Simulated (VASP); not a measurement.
The system is Ta.

```
Ta
1.0
     2.86117    0.00000    0.00000
    -1.43059    2.47785    0.00000
     0.00000    0.00000    5.09645
Ta
2
Direct
  0.33333 0.66667 0.25000
  0.66667 0.33333 0.75000
```

Base run:

```yaml
Program: VASP 6.6.1
Functional: r2SCAN
Potentials_or_basis: VASP PAW PBE potentials, release 64 (Ta_pv)
Cutoff: 520 eV
k_mesh: 11 × 11 × 5
Occupations: fermi-dirac, width 0.05 eV
Spin: no spin polarisation
```

Its results: band gap on the k mesh zero (band 11 reaches 6.75 eV, above the bottom of band 12 at 5.17 eV); pressure 5.2 GPa.

Q: The run is repeated on the same cell with these changes: functional from r2SCAN to PBE. What comes out?

A: Band gap on the k mesh zero (band 11 reaches 6.91 eV, above the bottom of band 12 at 5.33 eV); pressure 7.4 GPa.

Caveats: spin-orbit coupling is left out, which moves the levels of the heavy elements; the PAW data sets were made with another functional, which shifts forces and pressure a little (some runs).
